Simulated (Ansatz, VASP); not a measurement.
# BN in VASP and in Ansatz

File POSCAR:

```
BN
1.0
    2.5875479243      0.0000000000      0.0000000000
   -1.2937739622      2.2408822359      0.0000000000
    0.0000000000      0.0000000000      4.2824778918
N B
2 2
Direct
    0.3333333333      0.6666666667      0.1252760000
    0.6666666667      0.3333333333      0.6252760000
    0.3333333333      0.6666666667      0.4997240000
    0.6666666667      0.3333333333      0.9997240000
```

INCAR.step1

```
ALGO = Normal
EDIFF = 1E-4
ENCUT = 520
GGA = PE
ISMEAR = -1
LASPH = T
LCHARG = F
LREAL = F
LWAVE = T
NBANDS = 16
NELM = 100
PREC = Accurate
SIGMA = 0.05
```

INCAR.step2

```
ALGO = Normal
EDIFF = 1E-6
ENCUT = 520
ISIF = 2
ISMEAR = -1
ISTART = 1
LASPH = T
LCHARG = F
LMIXTAU = T
LREAL = F
LWAVE = F
METAGGA = R2SCAN
NBANDS = 16
NELM = 100
PREC = Accurate
SIGMA = 0.05
```

KPOINTS

```
k-points
0
Gamma
  12 12 6
```

The input input.yaml:

```yaml
crystal:
  lattice:
    - [2.5875479243, 0.0, 0.0]
    - [-1.2937739622, 2.2408822359, 0.0]
    - [0.0, 0.0, 4.2824778918]
  atoms:
    - { symbol: "N", position: [0.3333333333, 0.6666666667, 0.125276] }
    - { symbol: "N", position: [0.6666666667, 0.3333333333, 0.625276] }
    - { symbol: B, position: [0.3333333333, 0.6666666667, 0.499724] }
    - { symbol: B, position: [0.6666666667, 0.3333333333, 0.999724] }
hamiltonian:
  xc: r2scan
  pseudopotentials: { kind: paw }
kpoints:
  mp_grid: { grid: [12, 12, 6] }
scf:
  occupations: { method: fermi_dirac, width: 0.05 }
output:
  forces: true
  stress: true
  eigenvalues: true
  write_density: true
  write_potential: true
  elf: true
  volumetric_format: npy
```

Alike in both runs: task single point; functional r2SCAN; k mesh 12 × 12 × 6; occupations fermi-dirac, width 0.05 eV; no spin polarisation.

```csv
,VASP,Ansatz
version,VASP 6.6.1,Ansatz 0.2.0
potentials or method,"VASP PAW PBE potentials, release 64 (N, B)",Ansatz PAW
plane-wave cutoff (eV),520,500
valence electrons in the cell,16,16
```

|  | VASP | Ansatz | Ansatz less VASP |
| --- | --- | --- | --- |
| gap on the k mesh at the Fermi level (eV) | 5.77 | 5.80 | +0.029 |
| least direct gap on the mesh (eV) | 8.70 | 8.72 | +0.016 |
| pressure (GPa) | -17.5 | -18.4 | -0.92 |
| traceless stress, the component that is largest in VASP (GPa) | -0.52 | -0.51 | +0.007 |
| rms of the force components (eV/Å) | 0.029 | 0.031 | +0.0018 |

VASP's potentials were made for PBE, not for r2SCAN. Atom by atom the forces differ by 0.002 eV/Å (rms over components).
